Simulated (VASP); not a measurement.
Crystal: Hf.

```
Hf
1.0
     3.19670    0.00000    0.00000
    -1.59835    2.76842    0.00000
     0.00000    0.00000    5.05780
Hf
2
Direct
  0.33333 0.66667 0.25000
  0.66667 0.33333 0.75000
```

```yaml
Program: VASP 6.6.1
Task: relaxation of volume and atoms at fixed shape
Functional: PBEsol
Potentials_or_basis: VASP PAW PBE potentials, release 64 (Hf_pv)
Cutoff: 600 eV
k_mesh: 6 × 6 × 4
Occupations: fermi-dirac, width 0.05 eV
Spin: no spin polarisation
```

At the start: pressure -4.0 GPa; volume 22.38 Å³/atom.

Q: Where does the relaxation end?

A: Over 3 steps the energy falls by 10.7 meV/atom and the volume is 21.55 Å³/atom (-3.7 %); space group P6_3/mmc (No. 194, to 0.1 Å) before and after.

Step by step:
```
step  energy change (eV)  largest force (eV/Å)  pressure (GPa)  volume (Å³)
   1              0.0000                0.0000           -3.96        44.76
   2              0.0062                0.0000            5.04        41.27
   3             -0.0213                0.0000           -0.04        43.09
```

Final structure:
```
Hf
1.0
     3.15645    0.00000    0.00000
    -1.57822    2.73356    0.00000
     0.00000    0.00000    4.99411
Hf
2
Direct
  0.33333 0.66667 0.25000
  0.66667 0.33333 0.75000
```

Caveat: the k points lie up to 0.38 Å⁻¹ apart in the final cell, too coarse for converged energies and pressures of a metal; the PAW data sets were made with another functional, which shifts forces and pressure a little.
